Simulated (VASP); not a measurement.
Input of a VASP 6.6.1 run:

INCAR

```
PREC = Accurate ; ENCUT = 750
EDIFF = 1E-6 ; ISMEAR = -1
SIGMA = 0.05 ; LREAL = False
LASPH = True ; NELM = 120
ALGO = Normal ; ISIF = 2
LWAVE = False ; LCHARG = True
GGA = PE ; LELF = True
LVHAR = True ; NBANDS = 12
GGA_COMPAT = False
```

The input KPOINTS:

```
Automatic mesh
0
Gamma
  10 10 10
```

The input POSCAR:

```
LiF
1.0
    2.5595330000      0.0000000000      0.0000000000
    0.0000000000      2.5595330000      0.0000000000
    0.0000000000      0.0000000000      2.5595330000
F Li
1 1
Direct
    0.5000000000      0.5000000000      0.5000000000
    0.0000000000      0.0000000000      0.0000000000
```

Potentials or basis: VASP PAW PBE potentials, release 64 (F, Li_sv).

The run is started by

```bash
$ cat potpaw_PBE.64/F/POTCAR potpaw_PBE.64/Li_sv/POTCAR > POTCAR
$ mpirun -np 1 vasp_std > vasp.out
```

Task: Predict the pressure.

Result: -0.5 GPa.

Task: What does it give for the band gap on the k mesh?

Result: 7.50 eV (least direct gap 8.17 eV).

A k mesh can miss the band edges.
